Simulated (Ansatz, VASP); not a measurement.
# One calculation of Rh, two programs

INCAR

```
PREC = Accurate ; ENCUT = 520
EDIFF = 1E-6 ; ISMEAR = 0
SIGMA = 0.15 ; LREAL = False
LASPH = True ; NELM = 80
ALGO = Fast ; ISIF = 2
LWAVE = False ; LCHARG = True
GGA = PS ; LELF = True
LVHAR = True ; NBANDS = 14
```

The input KPOINTS:

```
regular mesh
0
Gamma
  24 24 24
```

POSCAR

```
Rh
1.0
    0.0000000000      2.0074039489      1.7062933566
    2.0074039489      0.0000000000      1.7062933566
    2.0074039489      2.0074039489      0.0000000000
Rh
1
Direct
    0.0000000000      0.0000000000      0.0000000000
```

Input for Ansatz:

```yaml
crystal:
  lattice:
    - [0.0, 2.0074039489, 1.7062933566]
    - [2.0074039489, 0.0, 1.7062933566]
    - [2.0074039489, 2.0074039489, 0.0]
  atoms:
    - { symbol: Rh, position: [0.0, 0.0, 0.0] }
basis:
  ecutwfc: 420
kpoints:
  mp_grid: { grid: [24, 24, 24] }
hamiltonian:
  xc: pbesol
scf:
  occupations: { method: gaussian, width: 0.15 }
output:
  forces: true
  stress: true
  eigenvalues: true
```

Alike in both runs: task single point; functional PBEsol; k mesh 24 × 24 × 24; occupations gaussian, width 0.15 eV; no spin polarisation.

|  | VASP | Ansatz |
| --- | --- | --- |
| version | VASP 6.6.1 | Ansatz 0.2.0 |
| potentials or method | VASP PAW PBE potentials, release 64 (Rh_pv), cutoff 520 eV | scalar-relativistic, plane waves, PAW |
| valence electrons in the cell | 15 | 17 |

VASP gave:

* gap on the k mesh at the Fermi level (eV): none
* pressure (GPa): -1.9
* traceless stress, the component that is largest in VASP (GPa): 19.23

**Question.** Estimate Ansatz's values.

**Answer.** gap on the k mesh at the Fermi level (eV): none; pressure (GPa): -1.8; traceless stress, the component that is largest in VASP (GPa): 19.27.

VASP's potentials were made for PBE, not for PBEsol. A gap of «none» marks a metal or a gap that the smearing closes. With one functional, cell and mesh, what is left measures potentials, basis and numerics. VASP's potentials hold 15 valence electrons a cell and Ansatz's 17, so a difference there can come from the potentials and not from the codes.
